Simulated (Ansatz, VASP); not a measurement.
One calculation of SiNi3, two programs

The input INCAR:

```
ALGO     = Fast           # electronic algorithm
EDIFF    = 1E-6           # SCF threshold, eV
ENCUT    = 520            # plane-wave cutoff, eV
GGA      = PE             # functional
ISIF     = 2              # what is computed and relaxed
ISMEAR   = 0              # smearing method
LASPH    = True           # aspherical terms in the spheres
LCHARG   = False          # write CHGCAR
LREAL    = False          # projectors in reciprocal space
LWAVE    = False          # write WAVECAR
NBANDS   = 25             # bands
NELM     = 100            # most SCF steps
PREC     = Accurate       # precision mode
SIGMA    = 0.15           # smearing width, eV
```

KPOINTS

```
k-points
0
Gamma
  14 14 14
```

POSCAR

```
SiNi3
1.0
    3.5062596291      0.0000000000      0.0000000000
    0.0000000000      3.5062596291      0.0000000000
    0.0000000000      0.0000000000      3.5062596291
Si Ni
1 3
Direct
    0.0000000000      0.0000000000      0.0000000000
    0.0000000000      0.5891263150      0.5000000000
    0.5000000000      0.0891263150      0.5000000000
    0.5000000000      0.5891263150      0.0000000000
```

Input for Ansatz:

```yaml
crystal:
  lattice:
    - [3.5062596291, 0.0, 0.0]
    - [0.0, 3.5062596291, 0.0]
    - [0.0, 0.0, 3.5062596291]
  atoms:
    - { symbol: Si, position: [0.0, 0.0, 0.0] }
    - { symbol: Ni, position: [0.0, 0.589126315, 0.5] }
    - { symbol: Ni, position: [0.5, 0.089126315, 0.5] }
    - { symbol: Ni, position: [0.5, 0.589126315, 0.0] }
basis:
  ecutwfc: 420
kpoints:
  mp_grid: { grid: [14, 14, 14] }
hamiltonian:
  xc: pbe
scf:
  occupations: { method: gaussian, width: 0.15 }
output:
  forces: true
  stress: true
  eigenvalues: true
```

Change from the starting cell: all Ni atoms moved +0.312 Å, as atom 2 along Cartesian [0 1 0].

Alike in both runs: task single point; functional PBE; k mesh 14 × 14 × 14; occupations gaussian, width 0.15 eV; no spin polarisation.

|  | VASP | Ansatz |
| --- | --- | --- |
| version | VASP 6.6.1 | Ansatz 0.2.0 |
| potentials or method | VASP PAW PBE potentials, release 64 (Si, Ni), cutoff 520 eV | scalar-relativistic, plane waves, PAW |
| valence electrons in the cell | 34 | 58 |

Ansatz gave:

```
gap on the k mesh at the Fermi level (eV)                     : none
pressure (GPa)                                                : 5.0
traceless stress, the component that is largest in VASP (GPa) : 0.90
rms of the force components (eV/Å)                            : 0.695
```

**Question.** Estimate VASP's values.

**Answer.** gap on the k mesh at the Fermi level (eV): none; pressure (GPa): 5.1; traceless stress, the component that is largest in VASP (GPa): 0.86; rms of the force components (eV/Å): 0.703.

Atom by atom the forces differ by 0.007 eV/Å (rms over components). A gap of «none» marks a metal or a gap that the smearing closes. VASP's potentials hold 34 valence electrons a cell and Ansatz's 58, so a difference there can come from the potentials and not from the codes.
